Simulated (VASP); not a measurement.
Input of a VASP 6.6.1 run:

The input INCAR:

```
PREC     = Accurate       # precision mode
ENCUT    = 520            # plane-wave cutoff, eV
EDIFF    = 1E-6           # SCF threshold, eV
ISMEAR   = -1             # smearing method
SIGMA    = 0.05           # smearing width, eV
LREAL    = F              # projectors in reciprocal space
LASPH    = T              # aspherical terms in the spheres
NELM     = 150            # most SCF steps
ALGO     = Normal         # electronic algorithm
ISIF     = 2              # what is computed and relaxed
LWAVE    = F              # write WAVECAR
LCHARG   = T              # write CHGCAR
ISPIN    = 2              # spin polarisation
MAGMOM   = 0 0 1 1        # initial moments
LORBIT   = 11             # projections on sites
LMAXMIX  = 4              # l up to which the mixer works
GGA      = PE             # functional
LELF     = T              # ELF
LVHAR    = T            
NBANDS   = 29             # bands
```

Contents of KPOINTS:

```
Automatic mesh
0
Gamma
  8 8 4
```

POSCAR

```
NiI
1.0
    4.0007271688      0.0000000000      0.0000000000
   -2.0003635844      3.4647313618      0.0000000000
    0.0000000000      0.0000000000      6.7796091005
I Ni
2 2
Direct
    0.6666666667      0.3333333333      0.5051870000
    0.3333333333      0.6666666667      0.0051870000
    0.6666666667      0.3333333333      0.8698150000
    0.3333333333      0.6666666667      0.3698150000
```

Potentials or basis: VASP PAW PBE potentials, release 64 (I, Ni).

Run with:

```sh
$ cat potpaw_PBE.64/I/POTCAR potpaw_PBE.64/Ni/POTCAR > POTCAR
$ mpirun -np 1 vasp_std > vasp.out
```

Task: Estimate the site moments.

Result: I +0.01; Ni +0.10 μB.

Task: Predict the largest force.

Result: 0.004 eV/Å.

Task: Estimate the net moment.

Result: 0.26 μB per cell.

Task: Estimate the pressure.

Result: 3.0 GPa.

Forces on the atoms (eV/Å):
```
I    0.000  0.000 -0.004
I    0.000  0.000 -0.004
Ni   0.000  0.000  0.004
Ni   0.000  0.000  0.004
```
